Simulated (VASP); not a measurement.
# Ca (Pm-3m) in VASP: notebook, part 3 of 3

VASP 6.6.1. The steps go on from the part before.

## Step 4: Single point, r2SCAN (strained)

File POSCAR:

```
Ca
1.0
    3.3988932124      0.0000000000      0.0000000000
    0.0000000000      3.3988932124      0.0000000000
    0.0000000000      0.0000000000      3.3988932124
Ca
1
Direct
    0.0000000000      0.0000000000      0.0000000000
```

File INCAR.step1:

```
SYSTEM = Ca
PREC = Accurate
ENCUT = 520
ISMEAR = 0
SIGMA = 0.1
LREAL = .FALSE.
LASPH = .TRUE.
NELM = 80
NBANDS = 11
GGA = PE
ALGO = Normal
EDIFF = 1E-4
LWAVE = .TRUE.
LCHARG = .FALSE.
```

File INCAR.step2:

```
SYSTEM = Ca
PREC = Accurate
ENCUT = 520
EDIFF = 1E-7
ISMEAR = 0
SIGMA = 0.1
LREAL = .FALSE.
LASPH = .TRUE.
NELM = 80
ALGO = Normal
ISIF = 2
LWAVE = .FALSE.
LCHARG = .TRUE.
METAGGA = R2SCAN
LMIXTAU = .TRUE.
LELF = .TRUE.
LVHAR = .TRUE.
NBANDS = 11
ISTART = 1
```

File KPOINTS:

```
regular mesh
0
G
  12 12 12
  0 0 0
```

On the command line:

```sh
$ cat potpaw_PBE.64/Ca_sv/POTCAR > POTCAR
$ cp INCAR.step1 INCAR
$ mpirun -np 1 vasp_std > vasp.out
$ cp INCAR.step2 INCAR
$ mpirun -np 1 vasp_std > vasp.out
```

Wall time 2.6 min (1 thread of Intel Xeon 8259CL, shared host); peak memory 0.19 GiB.

It converged, with:

- Free energy: -6.6201 eV
- Pressure: 1.0 GPa
- Band gap on the k mesh: zero (bands 5 and 6 overlap by 1.35 eV)

Levels at points of the mesh, in eV from the Fermi level:
| k point | band 2 | band 3 | band 4 | band 5 | band 6 | band 7 | band 8 | band 9 |
| --- | --- | --- | --- | --- | --- | --- | --- | --- |
| (0.00, 0.00, 0.00) | -23.88 | -23.88 | -23.88 | -4.24 | 1.04 | 1.04 | 4.75 | 4.75 |
| (0.50, 0.00, 0.00) | -24.17 | -23.85 | -23.85 | -1.08 | -0.66 | 1.65 | 3.31 | 3.31 |
| (0.50, 0.50, 0.00) | -24.12 | -24.12 | -23.83 | -0.61 | 1.33 | 2.75 | 2.75 | 3.67 |
| (0.50, 0.50, 0.50) | -24.09 | -24.09 | -24.09 | 0.69 | 0.69 | 0.69 | 5.59 | 5.59 |

Caveat: the cell differs from its parent crystal (strained); the PAW data sets were made with another functional, which shifts forces and pressure a little.

## Step 5: Single point, PBEsol (strained)

File INCAR:

```
SYSTEM = Ca
PREC = Accurate
ENCUT = 520
EDIFF = 1E-6
ISMEAR = 0
SIGMA = 0.1
LREAL = .False.
LASPH = .True.
NELM = 100
ALGO = Fast
ISIF = 2
LWAVE = .False.
LCHARG = .False.
GGA = PS
NBANDS = 11
```

File KPOINTS:

```
Automatic mesh
0
Gamma
  12 12 12
  0 0 0
```

File POSCAR:

```
Ca
1.0
    3.4137200018      0.0000000000      0.0000000000
    0.0000000000      3.4137200018      0.0000000000
    0.0000000000      0.0000000000      3.4137200018
Ca
1
Direct
    0.0000000000      0.0000000000      0.0000000000
```

Potentials or basis: VASP PAW PBE potentials, release 64 (Ca_sv).

On the command line:

```sh
$ cat potpaw_PBE.64/Ca_sv/POTCAR > POTCAR
$ mpirun -np 1 vasp_std > vasp.out
```

OUTCAR:

```text
SYSTEM = Ca
   PREC = Accurate
   ENCUT = 520
   EDIFF = 1E-6
   ISMEAR = 0
   LREAL = .False.
   LASPH = .True.
   NELM = 100
   ISIF = 2
   GGA = PS

 ion  position               nearest neighbor table
   1  0.000  0.000  0.000-

  LATTYP: Found a simple cubic cell.
 ALAT       =     3.4137200018

  Lattice vectors:

 A1 = (   3.4137200018,   0.0000000000,   0.0000000000)
 A2 = (   0.0000000000,   3.4137200018,   0.0000000000)
 A3 = (   0.0000000000,   0.0000000000,   3.4137200018)

Analysis of symmetry for initial positions (statically):
=====================================================================
 Subroutine PRICEL returns:
 Original cell was already a primitive cell.

 Routine SETGRP: Setting up the symmetry group for a
 simple cubic supercell.

 Subroutine GETGRP returns: Found 48 space group operations
 (whereof 48 operations were pure point group operations)
 out of a pool of 48 trial point group operations.

The static configuration has the point symmetry O_h .

Analysis of symmetry for dynamics (positions and initial velocities):
=====================================================================
 Subroutine PRICEL returns:
 Original cell was already a primitive cell.

 Routine SETGRP: Setting up the symmetry group for a
 simple cubic supercell.

 Subroutine GETGRP returns: Found 48 space group operations
 (whereof 48 operations were pure point group operations)
 out of a pool of 48 trial point group operations.

The dynamic configuration has the point symmetry O_h .

 Subroutine INISYM returns: Found 48 space group operations
 (whereof 48 operations are pure point group operations),
 and found     1 'primitive' translations

----------------------------------------------------------------------------------------

                                     Primitive cell

  volume of cell :      39.7817
[... 112 lines left out ...]
   GGA     = PS    functional components
   LHFCALC =     F    Hartree Fock is set to
   AEXX    =    0.0000 exact exchange contribution
   IVDW    =     0    specifies the selected vdW correction
   LEPSILON=     F    determine dielectric tensor
   LRPA    =     F    only Hartree local field effects (RPA)
 non-spin polarized calculation
 RMM-DIIS sequential band-by-band and
 Gauss-broadening in eV      SIGMA  =   0.10
  energy-cutoff  :      520.00
  volume of cell :       39.78
 maximum number of plane-waves:      1108
 NGX is ok and might be reduce to    28
   NGX = 13   NGY = 13   NGZ = 13

 number of electron      10.0000001 magnetization

 Free energy of the ion-electron system (eV)
  ---------------------------------------------------
  ext. energy  EPLUGINS =         0.00000000
  ---------------------------------------------------
  free energy    TOTEN  =        -1.74222843 eV

  energy without entropy =       -1.73865920  energy(sigma->0) =       -1.74044381

 E-fermi :   2.0305     XC(G=0):  -7.9779

 val. band max:        2.0101212143   @ k =   0.5000   0.5000   0.2500
 cond. band min:       2.0766829544   @ k =   0.4167   0.0000   0.0000
 fundamental gap:      0.0665617401
 Fermi energy:         2.0304935646

 k-point     1 :       0.0000    0.0000    0.0000
  band No.  band energies     occupation
      1     -39.8490      2.00000
      2     -20.7893      2.00000
      3     -20.7893      2.00000
      4     -20.7893      2.00000
      5      -1.9462      2.00000
      6       2.8229      0.00000
      7       2.8229      0.00000
      8       6.4084      0.00000
      9       6.4084      0.00000
     10       6.4084      0.00000
     11      11.1695      0.00000
[... 309 lines left out ...]
 k-point    24 :       0.4167    0.3333    0.0000
  band No.  band energies     occupation
      1     -39.8050      2.00000
      2     -21.0250      2.00000
      3     -20.9697      2.00000
      4     -20.7491      2.00000
      5       1.3095      2.00000
      6       2.5356      0.00000
      7       4.1435      0.00000
      8       4.5966      0.00000
      9       5.3494      0.00000
     10       5.6077      0.00000
     11       7.6777      0.00000

 [... further k-points ...]

------------------------ aborting loop because EDIFF is reached ----------------------------------------

  FORCE on cell =-STRESS in cart. coord.  units (eV):
  Direction    XX          YY          ZZ          XY          YZ          ZX
  --------------------------------------------------------------------------------------
  -------------------------------------------------------------------------------------
  Total        0.0962244      0.0962244      0.0962244      0.0000000      0.0000000     -0.0000000
  in kB        3.8753611      3.8753611      3.8753611      0.0000000      0.0000000     -0.0000000
  external PRESSURE =       3.8753611 kB  Pullay stress =       0.0000000 kB

 VOLUME and BASIS-vectors are now :
 -----------------------------------------------------------------------------
  energy-cutoff  :      520.00
  volume of cell :       39.78
      direct lattice vectors                 reciprocal lattice vectors
     3.413720002  0.000000000  0.000000000     0.292935566  0.000000000  0.000000000
     0.000000000  3.413720002  0.000000000     0.000000000  0.292935566  0.000000000
     0.000000000  0.000000000  3.413720002     0.000000000  0.000000000  0.292935566

 POSITION                                       TOTAL-FORCE (eV/Angst)
 -----------------------------------------------------------------------------------
      0.00000      0.00000      0.00000         0.000000      0.000000      0.000000
 -----------------------------------------------------------------------------------
    total drift:                               -0.000000      0.000000     -0.000000

  FREE ENERGIE OF THE ION-ELECTRON SYSTEM (eV)
  ---------------------------------------------------
  free  energy   TOTEN  =        -1.7422284265 eV

  energy  without entropy=       -1.7386591964  energy(sigma->0) =       -1.74044381
```

stdout:

```text
POSCAR found type information on POSCAR Ca
 POSCAR found :  1 types and       1 ions
 scaLAPACK will be used
 -----------------------------------------------------------------------------
|                                                                             |
|                                                                             |
|     You enforced a specific xc type in the INCAR file but a different       |
|     I HOPE YOU KNOW WHAT YOU ARE DOING!                                     |
|                                                                             |
 -----------------------------------------------------------------------------

 LDA part: xc-table for (Slater+PW92), standard interpolation
 POSCAR, INCAR and KPOINTS ok, starting setup
 FFT: planning ... GRIDC
 FFT: planning ... GRID_SOFT
 FFT: planning ... GRID
 WAVECAR not read
 entering main loop
```

Run time: 56 s. Hardware: 1 thread of Intel Xeon 8259CL, shared host; peak memory 0.17 GiB.

Results:

```
Free energy            : -1.7422 eV
Pressure               : 0.4 GPa
Band gap on the k mesh : zero (bands 5 and 6 overlap by 1.09 eV)
```

Caveat: the cell differs from its parent crystal (strained); the PAW data sets were made with another functional, which shifts forces and pressure a little.

## Step 6: Summary

```tsv
level	cell	gap on the mesh (eV)	pressure (GPa)
PBEsol	a = 3.621 Å, 1 atom	none	-1.3
PBEsol	a = 3.615 Å, 1 atom	none	-1.3
r2SCAN	a = 3.399 Å, 1 atom	none	1.0
PBEsol	a = 3.414 Å, 1 atom	none	0.4
```

Alike in all rows: task single point; potentials or basis VASP PAW PBE potentials, release 64 (Ca_sv); no spin polarisation; k mesh 12 × 12 × 12; cutoff (eV) 520; smearing gaussian 0.1 eV.

Caveats: the PAW data sets were made with another functional, which shifts forces and pressure a little.

Absolute energies hang on the potentials; compare differences alone.

The gap in the log of VASP goes by the Fermi energy; the results here count the filled bands.